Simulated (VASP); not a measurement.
# B24HN24 (a cell with a defect) in VASP: single point with PBE

Aim: the single point of B24HN24 (a cell with a defect) with PBE.

Everything below comes from runs of VASP 6.6.1. Logs are shortened: lines on timing, memory, paths and dates and some standing lists are left out, and cuts for length are marked.

## 1. The cell of the first run

The cell holds a defect, 49 atoms: a = 6.118 Å, b = 6.118 Å, c = 8.750 Å, α = 109.49°, β = 109.49°, γ = 92.61°.

## 2. Single point, PBE, collinear spin

Input file INCAR:

```
PREC = Accurate
ENCUT = 520
EDIFF = 1E-6
ISMEAR = 0
SIGMA = 0.05
LREAL = Auto
LASPH = T
NELM = 200
ALGO = Normal
ISIF = 2
LWAVE = F
LCHARG = F
ISPIN = 2
MAGMOM = 0 0 0 0 0 0 0 0.2 0 0.2 0.2 0 0 0 0 0 0 0 0 0 0 0 0 0 0 0 0 0 0 0 0 0.2 0 0.2 0.2 0 0 0 0 0 0 0 0 0 0 0 0 0 0.42
LORBIT = 11
GGA = PE
NELECT = 192.0
NBANDS = 130
GGA_COMPAT = F
KPAR = 2
NCORE = 2
```

Input file KPOINTS:

```
regular mesh
0
Gamma
  2 2 2
```

Input file POSCAR:

```
B24HN24
1.0
   -3.8309090000      2.2117770000     -4.2268550000
    3.8309090000     -2.2117770000     -4.2268550000
   -3.8309090000     -6.6353300000      4.2268550000
B N H
24 24 1
Direct
    0.6654788631      0.3323843039     -0.0017057610
    0.1659931097      0.8331415677     -0.0009639132
    0.8327500177      0.0002305373      0.8324689550
    0.3330010127      0.5004761294      0.8329936074
   -0.0000796787      0.6668168063      0.6671637117
    0.4996919374      0.1668210618      0.6664310587
    0.1659814005      0.3341040454      0.4997543463
    0.6659321266      0.8327415766      0.4988217899
    0.3314644833      0.0006462138      0.3327205995
    0.8312405460      0.5010450003      0.3327322780
    0.4998233995      0.6666878193      0.1666392905
   -0.0010577231      0.1670856083      0.1656978403
    0.5820058777      0.9176526972     -0.0023692452
    0.0827782219      0.4168573347     -0.0006407129
    0.7491995159      0.5837524953      0.8328101008
    0.2491019604      0.0836596942      0.8326179492
    0.9171061909      0.2527283297      0.6678108113
    0.4161380633      0.7501930728      0.6660648161
    0.0852570017      0.9186578183      0.5006769928
    0.5822852587      0.4158360583      0.5003680358
    0.2497849214      0.5824158086      0.3327264536
    0.7497680393      0.0863185179      0.3327224391
    0.4146500224      0.2482259051      0.1650732261
    0.9172598052      0.7507187393      0.1647527231
    0.8532468296      0.5207883083     -0.0008010100
    0.3524113668      0.0197986110     -0.0014350035
    0.0202131811      0.1877623047      0.8329590254
    0.5199752617      0.6875163172      0.8324823358
    0.1867698364      0.8542908359      0.6662360852
    0.6865625422      0.3539376540      0.6668717396
    0.3532371070      0.5205066735      0.4996323943
    0.8554290132      0.0251163550      0.5015218932
    0.5194061207      0.1872549288      0.3327238843
    0.0228783739      0.6873497783      0.3327185409
    0.6866319983      0.8563341185      0.1639265438
    0.1863273675      0.3536087492      0.1658097721
    0.7699772626      0.1042586093     -0.0014420119
    0.2693062165      0.6039583867     -0.0010689633
    0.9367017850      0.7710426091      0.8331001879
    0.4363291110      0.2706809552      0.8323599147
    0.1041532833      0.4384230978      0.6668966647
    0.6031157578      0.9377384598      0.6665298764
    0.2703356911      0.1051026756      0.4998609066
    0.7701749460      0.6013001902      0.5026954321
    0.4312119088      0.7712400484      0.3327237580
    0.9370483466      0.2709101184      0.3327246672
    0.6002089842      0.4313575306      0.1627682671
    0.1031912807      0.9379866434      0.1655955395
    0.7384412009      0.7399634348      0.3326622127
```

Potentials or basis: VASP PAW PBE potentials, release 64 (B, N, H).

Started as:

```console
$ cat potpaw_PBE.64/B/POTCAR potpaw_PBE.64/N/POTCAR potpaw_PBE.64/H/POTCAR > POTCAR
$ mpirun -np 4 vasp_std > vasp.out
```

OUTCAR:

```text
PREC = Accurate
   ENCUT = 520
   EDIFF = 1E-6
   ISMEAR = 0
   LREAL = Auto
   LASPH = T
   NELM = 200
   ISIF = 2
   ISPIN = 2
   LORBIT = 11
   GGA = PE
   NELECT = 192.0

 ion  position               nearest neighbor table
   1  0.665  0.332  0.998-  47 1.56  37 1.56  40 1.56  25 1.59
   2  0.166  0.833  0.999-  39 1.56  38 1.56  48 1.57  26 1.58
   3  0.833  0.000  0.832-  37 1.56  42 1.56  39 1.57  27 1.58
   4  0.333  0.500  0.833-  41 1.56  38 1.56  40 1.57  28 1.58
   5  1.000  0.667  0.667-  44 1.56  41 1.56  39 1.56  29 1.59
   6  0.500  0.167  0.666-  40 1.56  42 1.56  43 1.57  30 1.58
[... 40 lines left out ...]
  47  0.600  0.431  0.163-   1 1.56  23 1.57  10 1.58  11 1.59
  48  0.103  0.938  0.166-   9 1.57  12 1.57   2 1.57  24 1.57
  49  0.738  0.740  0.333-

  LATTYP: Found a face centered orthorhombic cell.
 ALAT       =     8.4537100000
 B/A-ratio  =     1.0465353114
 C/A-ratio  =     1.8126523958

  Lattice vectors:

 A1 = (   0.0000000000,  -8.8471070000,   0.0000000000)
 A2 = (  -3.8309090000,  -6.6353300000,  -4.2268550000)
 A3 = (   3.8309090000,  -2.2117770000,  -4.2268550000)

Analysis of symmetry for initial positions (statically):
=====================================================================
 Subroutine PRICEL returns:
 Original cell was already a primitive cell.

 Routine SETGRP: Setting up the symmetry group for a
 face centered orthorhombic supercell.

 Subroutine GETGRP returns: Found  1 space group operations
 (whereof  1 operations were pure point group operations)
 out of a pool of  8 trial point group operations.

The static configuration has the point symmetry C_1 .

Analysis of symmetry for dynamics (positions and initial velocities):
=====================================================================
 Subroutine PRICEL returns:
 Original cell was already a primitive cell.

 Routine SETGRP: Setting up the symmetry group for a
 face centered orthorhombic supercell.

 Subroutine GETGRP returns: Found  1 space group operations
 (whereof  1 operations were pure point group operations)
 out of a pool of  8 trial point group operations.

The dynamic configuration has the point symmetry C_1 .

Analysis of structural, dynamic, and magnetic symmetry:
=====================================================================
 Subroutine PRICEL returns:
 Original cell was already a primitive cell.

 Routine SETGRP: Setting up the symmetry group for a
 face centered orthorhombic supercell.

 Subroutine GETGRP returns: Found  1 space group operations
 (whereof  1 operations were pure point group operations)
 out of a pool of  8 trial point group operations.

The overall configuration has the point symmetry C_1 .

 Subroutine INISYM returns: Found  1 space group operations
 (whereof  1 operations are pure point group operations),
 and found     1 'primitive' translations

----------------------------------------------------------------------------------------

                                     Primitive cell

  volume of cell :     286.5170

  direct lattice vectors                    reciprocal lattice vectors
    -3.830909000  2.211777000 -4.226855000    -0.130517326  0.000000000 -0.118291259
     3.830909000 -2.211777000 -4.226855000     0.065258656 -0.113031299 -0.118291259
    -3.830909000 -6.635330000  4.226855000    -0.065258671 -0.113031299  0.000000000

  length of vectors
     6.118343277  6.118343277  8.750415485     0.176146514  0.176146498  0.130517312

  position of ions in fractional coordinates (direct lattice)
     0.665478863  0.332384304  0.998294239
     0.165993110  0.833141568  0.999036087
     0.832750018  0.000230537  0.832468955
     0.333001013  0.500476129  0.832993607
     0.999920321  0.666816806  0.667163712
     0.499691937  0.166821062  0.666431059
[... 41 lines left out ...]
     0.103191281  0.937986643  0.165595540
     0.738441201  0.739963435  0.332662213

[... 85 lines left out ...]
  0.500000  0.500000  0.000000      1.000000
  0.000000 -0.000000  0.500000      1.000000
  0.500000  0.500000  0.500000      1.000000
   k-points           NKPTS =      8   k-points in BZ     NKDIM =      8   number of bands    NBANDS=    130
   number of dos      NEDOS =    301   number of ions     NIONS =     49
   total plane-waves  NPLWV = 161280
   dimension x,y,z NGX =    48 NGY =   48 NGZ =   70
   dimension x,y,z NGXF=    96 NGYF=   96 NGZF=  140
   ions per type =              24  24   1
   NGX,Y,Z   is equivalent  to a cutoff of  13.04, 13.04, 13.30 a.u.
   NGXF,Y,Z  is equivalent  to a cutoff of  26.08, 26.08, 26.60 a.u.
 SYSTEM =  unknown system
   PREC   = accura    normal or accurate (medium, high low for compatibility)
   ISTART =      0    job   : 0-new  1-cont  2-samecut
   ICHARG =      2    charge: 1-file 2-atom 10-const
   ISPIN  =      2    spin polarized calculation?
   LNONCOLLINEAR =      F non collinear calculations
   LSORBIT =      F    spin-orbit coupling
   LASPH  =      T    aspherical Exc in radial PAW
   ENCUT  =  520.0 eV  38.22 Ry    6.18 a.u.  11.38 11.38 16.27*2*pi/ulx,y,z
   NELM   =    200;   NELMIN=  2; NELMDL= -5     # of ELM steps
   EDIFF  = 0.1E-05   stopping-criterion for ELM
   LREAL  =      T    real-space projection
   EDIFFG = 0.1E-04   stopping-criterion for IOM
   NSW    =      0    number of steps for IOM
[... 5 lines left out ...]
   TEBEG  =    0.0;   TEEND  =   0.0 temperature during run
   PSTRESS=    0.0 pullay stress
   NELECT =     192.0000    total number of electrons
   NUPDOWN=      -1.0000    fix difference up-down
   EMIN   =  10.00;   EMAX   =-10.00  energy-range for DOS
   EFERMI =   0.00;   METHOD = LEGACY
   ISMEAR =     0;   SIGMA  =   0.05  broadening in eV -4-tet -1-fermi 0-gaus
   EFERMI_NEDOS =   21; number of points for ismear=-14 and -15
   IALGO  =     38    algorithm
   IMIX   =      4    mixing-type and parameters
     AMIX     =   0.40;   BMIX     =  1.00
     AMIX_MAG =   1.60;   BMIX_MAG =  1.00
  volume/ion in A,a.u.               =       5.85        39.46
  Fermi-wavevector in a.u.,A,eV,Ry     =   1.432600  2.707222 27.923836  2.052344
  Thomas-Fermi vector in A             =   2.552210
   LORBIT       =     11    0 simple, 1 ext, 2 COOP (PROOUT), +10 PAW based schemes
   GGA     = PE    functional components
   LHFCALC =     F    Hartree Fock is set to
   AEXX    =    0.0000 exact exchange contribution
   IVDW    =     0    specifies the selected vdW correction
   LEPSILON=     F    determine dielectric tensor
   LRPA    =     F    only Hartree local field effects (RPA)
 spin polarized calculation
 Gauss-broadening in eV      SIGMA  =   0.05
  energy-cutoff  :      520.00
  volume of cell :      286.52
 maximum number of plane-waves:      7763
 NGX is ok and might be reduce to    48
   NGX = 23   NGY = 23   NGZ = 33

 number of electron     192.0000001 magnetization       0.0014484

 number of electron     192.0000001 magnetization      -0.0001105

 Free energy of the ion-electron system (eV)
  ---------------------------------------------------
  ext. energy  EPLUGINS =         0.00000000
  ---------------------------------------------------
  free energy    TOTEN  =      -425.17034128 eV

  energy without entropy =     -425.17034128  energy(sigma->0) =     -425.17034128

 E-fermi :   7.7872     XC(G=0): -12.7747

 val. band max:        7.5010424281   @ k =   0.0000   0.0000   0.0000
 cond. band min:       8.2702269924   @ k =   0.0000   0.0000   0.0000
 fundamental gap:      0.7691845643
 Fermi energy:         7.7871748154

 spin component 1

 k-point     1 :       0.0000    0.0000    0.0000
  band No.  band energies     occupation
      1     -12.9589      1.00000
      2     -11.2202      1.00000
      3     -11.0964      1.00000
      4     -10.1221      1.00000
      5      -9.9636      1.00000
      6      -9.9148      1.00000
[... 877 lines left out ...]
    107      15.9962      0.00000
    108      16.1985      0.00000
 Fermi energy:         7.7871748154

 spin component 2

 k-point     1 :       0.0000    0.0000    0.0000
  band No.  band energies     occupation
      1     -12.9589      1.00000
      2     -11.2202      1.00000
      3     -11.0964      1.00000
      4     -10.1221      1.00000
      5      -9.9636      1.00000
      6      -9.9148      1.00000
[... 877 lines left out ...]
    107      15.9962      0.00000
    108      16.1985      0.00000
 [bands above 108 left out]

------------------------ aborting loop because EDIFF is reached ----------------------------------------

  FORCE on cell =-STRESS in cart. coord.  units (eV):
  Direction    XX          YY          ZZ          XY          YZ          ZX
  --------------------------------------------------------------------------------------
  -------------------------------------------------------------------------------------
  Total       -7.4081204     -7.5377039     -7.5954028     -0.1089067     -0.1085636      0.1717814
  in kB      -41.4255378    -42.1501568    -42.4728040     -0.6089962     -0.6070780      0.9605860
  external PRESSURE =     -42.0161662 kB  Pullay stress =       0.0000000 kB

 VOLUME and BASIS-vectors are now :
 -----------------------------------------------------------------------------
  energy-cutoff  :      520.00
  volume of cell :      286.52
      direct lattice vectors                 reciprocal lattice vectors
    -3.830909000  2.211777000 -4.226855000    -0.130517326  0.000000000 -0.118291259
     3.830909000 -2.211777000 -4.226855000     0.065258656 -0.113031299 -0.118291259
    -3.830909000 -6.635330000  4.226855000    -0.065258671 -0.113031299  0.000000000

 POSITION                                       TOTAL-FORCE (eV/Angst)
 -----------------------------------------------------------------------------------
     -5.10043     -5.88728      0.00182         0.077207      0.448416     -0.285125
     -1.27143     -8.10452     -0.00042         0.112539      0.006429     -0.015407
     -6.37842     -3.68236     -0.00216        -0.120611      0.026213     -0.067564
     -2.54954     -5.89761     -0.00204        -0.080235      0.091694     -0.071231
     -3.83193     -3.69010     -4.22505        -0.348742     -0.288801     -0.283018
     -3.82823     -3.68575     -0.00035         0.052430     -0.095858     -0.017000
[... 41 lines left out ...]
      2.56364     -2.94516     -3.70096        -0.153503     -0.076479      0.161345
     -1.26857     -2.21069     -4.84289         0.018432     -0.009559     -0.480782
 -----------------------------------------------------------------------------------
    total drift:                               -0.003258      0.010624      0.001639

  FREE ENERGIE OF THE ION-ELECTRON SYSTEM (eV)
  ---------------------------------------------------
  free  energy   TOTEN  =      -425.1703412772 eV

  energy  without entropy=     -425.1703412772  energy(sigma->0) =     -425.17034128

 total charge

# of ion       s       p       d       tot
------------------------------------------
    1        0.673   1.344   0.000   2.017
    2        0.672   1.341   0.000   2.014
    3        0.672   1.339   0.000   2.011
    4        0.672   1.339   0.000   2.011
    5        0.673   1.344   0.000   2.017
    6        0.672   1.341   0.000   2.014
[... 41 lines left out ...]
   48        1.213   2.750   0.000   3.964
   49        0.361   0.043   0.000   0.403
--------------------------------------------------
tot         45.638  97.969   0.000 143.607

 magnetization (x)

# of ion       s       p       d       tot
------------------------------------------
    1       -0.000  -0.000   0.000  -0.000
    2        0.000   0.000   0.000   0.000
    3        0.000   0.000   0.000   0.000
    4        0.000   0.000   0.000   0.000
    5       -0.000  -0.000   0.000  -0.000
    6        0.000   0.000   0.000   0.000
[... 41 lines left out ...]
   48        0.000   0.000   0.000   0.000
   49       -0.000  -0.000   0.000  -0.000
--------------------------------------------------
tot         -0.000   0.000   0.000   0.000
```

Run time: 16 min. Hardware: 4 MPI ranks of AMD EPYC 7R43 (Zen 3), shared host; peak memory 0.41 GiB.

What came out:

```
Free energy                                           : -425.1703 eV
Largest force                                         : 2.129 eV/Å
Net moment                                            : 0.00 μB per cell
Valence electrons inside the program's atomic spheres : B 2.02, 2.01, 2.00 (each value once); N 3.96, 3.94, 3.95 (each value once); H 0.40
```

Forces on the atoms (eV/Å):
```
B    0.077  0.448 -0.285
B    0.113  0.006 -0.015
B   -0.121  0.026 -0.068
B   -0.080  0.092 -0.071
B   -0.349 -0.289 -0.283
B    0.052 -0.096 -0.017
B   -0.115 -0.062 -0.113
B   -0.044 -1.914  0.923
B    0.413 -0.241 -0.308
B   -1.599  0.921  0.939
B    1.636  1.000  0.926
B   -0.005  0.131 -0.114
B    0.631  0.437  0.040
B    0.006  0.049  0.084
B    0.031 -0.043 -0.031
B    0.050 -0.007 -0.031
B   -0.060 -0.763  0.040
B   -0.043 -0.034  0.084
B   -0.499 -0.339 -0.523
B    0.151  0.024  0.501
B   -0.751  0.436  0.538
B    0.455 -0.265 -0.422
B    0.052 -0.145  0.506
B    0.037  0.605 -0.526
N   -0.043 -0.247  0.046
N   -0.167 -0.099 -0.209
N    0.085  0.088 -0.014
N   -0.033 -0.119 -0.015
N    0.193  0.160  0.043
N    0.001  0.192 -0.209
N    0.148  0.071 -0.135
N    0.043  1.701  0.464
N   -0.180  0.106 -0.081
N    1.348 -0.778  0.294
N   -1.450 -0.889  0.466
N    0.013 -0.163 -0.135
N   -0.122 -0.263  0.210
N   -0.313 -0.210 -0.199
N    0.057  0.122  0.024
N   -0.079 -0.109  0.026
N    0.166  0.237  0.211
N    0.028  0.376 -0.200
N   -0.009  0.171  0.160
N    0.929  0.575 -0.773
N   -0.771  0.443 -0.597
N    0.284 -0.164 -0.060
N   -0.033 -1.091 -0.773
N   -0.154 -0.076  0.161
H    0.018 -0.010 -0.481
```

Levels at points of the mesh, in eV from the Fermi level:
Spin up:
| k point | band 92 | band 93 | band 94 | band 95 | band 96 | band 97 | band 98 | band 99 | band 100 | band 101 |
| --- | --- | --- | --- | --- | --- | --- | --- | --- | --- | --- |
| (0.00, 0.00, 0.00) | -2.27 | -2.24 | -0.58 | -0.29 | -0.29 | 0.48 | 4.93 | 5.44 | 6.21 | 6.29 |
| (0.50, 0.00, 0.00) | -1.94 | -1.71 | -1.69 | -1.34 | -1.24 | 1.12 | 6.67 | 6.69 | 6.75 | 6.76 |
| (0.00, 0.50, 0.50) | -1.90 | -1.70 | -1.68 | -1.33 | -1.24 | 0.63 | 6.73 | 6.75 | 6.79 | 6.82 |
| (0.00, 0.50, 0.00) | -1.90 | -1.70 | -1.68 | -1.33 | -1.24 | 0.63 | 6.73 | 6.75 | 6.79 | 6.82 |
| (0.50, 0.00, 0.50) | -1.94 | -1.71 | -1.69 | -1.34 | -1.24 | 1.12 | 6.67 | 6.69 | 6.75 | 6.75 |
| (0.50, 0.50, 0.00) | -2.05 | -1.93 | -1.90 | -1.43 | -1.41 | 1.15 | 6.88 | 6.97 | 7.00 | 7.08 |
| (0.00, 0.00, 0.50) | -1.64 | -1.18 | -0.96 | -0.88 | -0.74 | 0.54 | 5.93 | 6.14 | 6.15 | 6.44 |
| (0.50, 0.50, 0.50) | -2.11 | -1.45 | -1.45 | -1.44 | -1.44 | 1.11 | 6.25 | 6.35 | 6.38 | 6.77 |
Spin down:
| k point | band 92 | band 93 | band 94 | band 95 | band 96 | band 97 | band 98 | band 99 | band 100 | band 101 |
| --- | --- | --- | --- | --- | --- | --- | --- | --- | --- | --- |
| (0.00, 0.00, 0.00) | -2.27 | -2.24 | -0.58 | -0.29 | -0.29 | 0.48 | 4.93 | 5.44 | 6.21 | 6.29 |
| (0.50, 0.00, 0.00) | -1.94 | -1.71 | -1.69 | -1.34 | -1.24 | 1.12 | 6.67 | 6.69 | 6.75 | 6.76 |
| (0.00, 0.50, 0.50) | -1.90 | -1.70 | -1.68 | -1.33 | -1.24 | 0.63 | 6.73 | 6.75 | 6.79 | 6.82 |
| (0.00, 0.50, 0.00) | -1.90 | -1.70 | -1.68 | -1.33 | -1.24 | 0.63 | 6.73 | 6.75 | 6.79 | 6.82 |
| (0.50, 0.00, 0.50) | -1.94 | -1.71 | -1.69 | -1.34 | -1.24 | 1.12 | 6.67 | 6.69 | 6.75 | 6.75 |
| (0.50, 0.50, 0.00) | -2.05 | -1.93 | -1.90 | -1.43 | -1.41 | 1.15 | 6.88 | 6.97 | 7.00 | 7.08 |
| (0.00, 0.00, 0.50) | -1.64 | -1.18 | -0.96 | -0.88 | -0.74 | 0.54 | 5.93 | 6.14 | 6.15 | 6.44 |
| (0.50, 0.50, 0.50) | -2.11 | -1.45 | -1.45 | -1.44 | -1.44 | 1.11 | 6.25 | 6.35 | 6.38 | 6.77 |

Caveat: the k points lie up to 0.55 Å⁻¹ apart; the cell carries a net charge on a neutralising background, which shifts energy and pressure; the cell is charged against a uniform background, so pressure and absolute levels hang on convention.
